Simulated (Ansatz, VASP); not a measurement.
GaSb: VASP beside Ansatz

The input POSCAR:

```
GaSb
1.0
    0.0000000000      3.0658848221      3.0658848221
    3.0658848221      0.0000000000      3.0658848221
    3.0658848221      3.0658848221      0.0000000000
Ga Sb
1 1
Direct
    0.0000000000      0.0000000000      0.0000000000
    0.2500000000      0.2500000000      0.2500000000
```

INCAR.step1

```
SYSTEM = GaSb
PREC = Accurate
ENCUT = 400
EDIFF = 1E-5
ISMEAR = -1
SIGMA = 0.02
LREAL = .False.
LASPH = .True.
NELM = 120
ALGO = Normal
ISIF = 2
LWAVE = .True.
LCHARG = .False.
GGA = PE
NBANDS = 21
GGA_COMPAT = .False.
```

File INCAR.step2:

```
SYSTEM = GaSb
PREC = Accurate
ENCUT = 400
EDIFF = 1E-6
ISMEAR = -1
SIGMA = 0.02
LREAL = .False.
LASPH = .True.
NELM = 120
ALGO = Normal
ISIF = 2
LWAVE = .False.
LCHARG = .False.
GGA = PE
LHFCALC = .True.
AEXX = 0.5
PRECFOCK = Normal
ISTART = 1
NBANDS = 21
GGA_COMPAT = .False.
```

Contents of KPOINTS:

```
Automatic mesh
0
Gamma
  4 4 4
  0 0 0
```

Input for Ansatz:

```yaml
crystal:
  lattice:
    - [0.0, 3.0658848221, 3.0658848221]
    - [3.0658848221, 0.0, 3.0658848221]
    - [3.0658848221, 3.0658848221, 0.0]
  atoms:
    - { symbol: Ga, position: [0.0, 0.0, 0.0] }
    - { symbol: Sb, position: [0.25, 0.25, 0.25] }
kpoints:
  mp_grid: { grid: [4, 4, 4] }
hamiltonian:
  xc: { exchange: pbe, correlation: pbe, exx: { coeff: 0.5 } }
scf:
  occupations: { method: fermi_dirac, width: 0.02 }
  n_extra_bands: 4
output:
  forces: true
  stress: true
  eigenvalues: true
```

Alike in both runs: task single point; functional PBE-based global hybrid with a share of 0.5 of exact exchange; k mesh 4 × 4 × 4; occupations fermi-dirac, width 0.02 eV; no spin polarisation.

|  | VASP | Ansatz |
| --- | --- | --- |
| version | VASP 6.6.1 | Ansatz 0.2.0 |
| potentials or method | VASP PAW PBE potentials, release 64 (Ga_d, Sb_d_GW) | plane waves |
| plane-wave cutoff (eV) | 400 | 420 |
| valence electrons in the cell | 28 | 28 |

|  | VASP | Ansatz | Ansatz less VASP |
| --- | --- | --- | --- |
| gap on the k mesh at the Fermi level (eV) | 3.19 | 3.11 | -0.085 |

VASP's potentials were made for PBE, not for PBE-based global hybrid. Ansatz's warnings: stress exchange threshold loose, stress scf threshold loose.

The k mesh is coarse, so the values compare programs but aren't converged. Neither program's run includes spin-orbit coupling.
